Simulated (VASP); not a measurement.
A run of VASP 6.6.1:

The input INCAR:

```
SYSTEM = Cr
PREC = Accurate
ENCUT = 520
EDIFF = 1E-7
ISMEAR = -1
SIGMA = 0.05
LREAL = .False.
LASPH = .True.
NELM = 150
ALGO = Normal
ISIF = 2
LWAVE = .False.
LCHARG = .False.
ISPIN = 2
MAGMOM = 1.5 -1.5
LORBIT = 11
LMAXMIX = 4
GGA = B5
ALDAX = 1.0
AGGAX = 1.0
AGGAC = 1.0
ALDAC = 0.0
NBANDS = 23
```

The input KPOINTS:

```
Automatic mesh
0
Gamma
  11 11 11
  0 0 0
```

Contents of POSCAR:

```
Cr
1.0
    2.9020902231      0.0000000000      0.0000000000
    0.0000000000      2.9020902231      0.0000000000
    0.0000000000      0.0000000000      2.9020902231
Cr
2
Direct
    0.0000000000      0.0000000000      0.0000000000
    0.5000000000      0.5000000000      0.5000000000
```

Potentials or basis: VASP PAW PBE potentials, release 64 (Cr_pv).

Run with:

```console
$ cat potpaw_PBE.64/Cr_pv/POTCAR > POTCAR
$ mpirun -np 1 vasp_std > vasp.out
```

Hardware: 1 thread of Intel Xeon 8259CL, on a shared host.

Task: How long does it take, and how much memory?

Result: Wall time 100 s on 1 thread of Intel Xeon 8259CL (shared host), peak memory 0.17 GiB. Counts: scf iterations 16, k points 56.
